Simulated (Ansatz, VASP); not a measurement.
ScAl3N3 in VASP and in Ansatz

INCAR

```
PREC     = Accurate       # precision mode
ENCUT    = 600            # plane-wave cutoff, eV
EDIFF    = 1E-7           # SCF threshold, eV
ISMEAR   = 0              # smearing method
SIGMA    = 0.1            # smearing width, eV
LREAL    = False          # projectors in reciprocal space
LASPH    = True           # aspherical terms in the spheres
NELM     = 120            # most SCF steps
ALGO     = Normal         # electronic algorithm
ISIF     = 3              # what is computed and relaxed
LWAVE    = False          # write WAVECAR
LCHARG   = False          # write CHGCAR
GGA      = PE             # functional
IBRION   = 2              # ionic algorithm
NSW      = 100            # ionic steps
EDIFFG   = -0.01          # ionic threshold
GGA_COMPAT= False        
NELMIN   = 4
```

Contents of KPOINTS:

```
regular mesh
0
Gamma
  10 10 6
```

POSCAR

```
ScAl3N3
1.0
    5.1449151752     -1.6069123797      0.0000000000
    5.1449151752      1.6069123797      0.0000000000
   -0.9130984392      0.0000000000      5.6171908140
Sc Al N
1 3 3
Direct
    0.0599446069      0.0599446069      0.6844218806
    0.3038693797      0.3038693797      0.4318708726
    0.5649282577      0.5649282577      0.1906417417
    0.8153852504      0.8153852504      0.9387799665
    0.9996457244      0.9996457244      0.0227367251
    0.2659761771      0.2659761771      0.7583280134
    0.4902505439      0.4902505439      0.4732217800
```

Input for Ansatz:

```yaml
crystal:
  lattice:
    - [5.1449151752, -1.6069123797, 0.0]
    - [5.1449151752, 1.6069123797, 0.0]
    - [-0.9130984392, 0.0, 5.617190814]
  atoms:
    - { symbol: Sc, position: [0.0599446069, 0.0599446069, 0.6844218806] }
    - { symbol: Al, position: [0.3038693797, 0.3038693797, 0.4318708726] }
    - { symbol: Al, position: [0.5649282577, 0.5649282577, 0.1906417417] }
    - { symbol: Al, position: [0.8153852504, 0.8153852504, 0.9387799665] }
    - { symbol: "N", position: [0.9996457244, 0.9996457244, 0.0227367251] }
    - { symbol: "N", position: [0.2659761771, 0.2659761771, 0.7583280134] }
    - { symbol: "N", position: [0.4902505439, 0.4902505439, 0.47322178] }
basis:
  ecutwfc: 420
kpoints:
  mp_grid: { grid: [10, 10, 6] }
hamiltonian:
  xc: pbe
scf:
  occupations: { method: gaussian, width: 0.1 }
output:
  forces: true
  stress: true
  eigenvalues: true
  write_density: true
  write_potential: true
  elf: true
  volumetric_format: npy
relax:
  adjacent_minimum: "off"
  f_tol: 0.01
  max_steps: 80
  cell: { stress_tol: 0.05 }
```

Change from the starting cell: species swapped into the Ga3Te3As type (Cm, No. 8).

Alike in both runs: task relaxation of cell and atoms; functional PBE; k mesh 10 × 10 × 6; occupations gaussian, width 0.1 eV; no spin polarisation.

|  | VASP | Ansatz |
| --- | --- | --- |
| version | VASP 6.6.1 | Ansatz 0.2.0 |
| potentials or method | VASP PAW PBE potentials, release 64 (Sc_sv, Al, N), cutoff 600 eV | scalar-relativistic, plane waves, PAW |
| valence electrons in the cell | 35 | 35 |

|  | VASP | Ansatz | Ansatz less VASP |
| --- | --- | --- | --- |
| gap on the k mesh at the Fermi level, each at its own relaxed structure (eV) | none | none | - |
| relaxed volume (Å³/atom) | 13.28 | 13.28 | -0.003 |
| relaxed length of the cell vector where the two differ most in proportion (Å) | 5.706 | 5.702 | -0.0041 |

A gap of «none» marks a metal or a gap that the smearing closes.
